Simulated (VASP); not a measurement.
**KCl: relaxation of cell and atoms with r2SCAN**

Crystal: KCl.

```
K Cl
1.0
     5.39246    0.00000    0.00000
    -2.69623    4.67001    0.00000
     0.00000    0.00000    6.32408
K Cl
2 2
Direct
  0.33333 0.66667 0.25000
  0.66667 0.33333 0.75000
  0.66667 0.33333 0.25000
  0.33333 0.66667 0.75000
```

| Property | Result |
| --- | --- |
| Program | VASP 6.6.1 |
| Task | relaxation of cell and atoms |
| Functional | r2SCAN |
| Potentials or basis | VASP PAW PBE potentials, release 64 (K_sv, Cl) |
| Cutoff | 600 eV |
| k mesh | 6 × 6 × 4 |
| Occupations | fermi-dirac, width 0.02 eV |
| Spin | no spin polarisation |
| Dipole correction | no |
| Further INCAR settings | ALGO = Normal; EDIFF = 1e-07; IBRION = 2; EDIFFG = -0.005; NSW = 80; ISIF = 3 |

The relaxed volume is 38.70 Å³/atom, the relaxed cell is a = 5.350 Å, b = 5.350 Å, c = 6.244 Å, α = 90.00°, β = 90.00°, γ = 120.00° and the space group after relaxing (to 0.1 Å) is P6_3/mmc (No. 194). The energy gained by relaxing is 1.6 meV/atom. The ionic steps are 3. The pressure after relaxing is 0.0 GPa and the band gap on the k mesh is 5.35 eV.

Step by step:
```csv
step,energy change (eV),largest force (eV/Å),pressure (GPa),volume (Å³)
1,0.0000,0.0000,-0.41,159.26
2,-0.0048,0.0000,-0.21,156.93
3,-0.0064,0.0000,-0.01,154.80
```

Final structure:
```cif
data_structure
_symmetry_space_group_name_H-M 'P 1'
_symmetry_Int_Tables_number 1
_cell_length_a 5.3504
_cell_length_b 5.3504
_cell_length_c 6.2440
_cell_angle_alpha 90.000
_cell_angle_beta 90.000
_cell_angle_gamma 120.000
_cell_volume 154.80
loop_
_atom_site_label
_atom_site_type_symbol
_atom_site_fract_x
_atom_site_fract_y
_atom_site_fract_z
_atom_site_occupancy
K1 K 0.33333 0.66667 0.25000 1
K2 K 0.66667 0.33333 0.75000 1
Cl1 Cl 0.66667 0.33333 0.25000 1
Cl2 Cl 0.33333 0.66667 0.75000 1
```

Levels at points of the mesh, in eV from the valence-band top:
```
           k point  band 14  band 15  band 16  band 17  band 18  band 19
(0.00, 0.00, 0.00)    -0.28    -0.28     0.00     5.35     8.83     8.87
(0.50, 0.00, 0.00)    -0.38    -0.20    -0.14     6.93     7.85     8.08
(0.00, 0.00, 0.50)    -0.37    -0.37    -0.37     6.63     6.63    10.15
(0.50, 0.00, 0.50)    -0.30    -0.27    -0.27     7.38     7.38     9.38
```

It took 8.3 min on 1 thread of Intel(R) Xeon(R) 6975P-C (Granite Rapids) (shared host), peak memory 0.42 GiB.

Caveat: the PAW data sets were made with another functional, which shifts forces and pressure a little. A k mesh can miss the band edges.
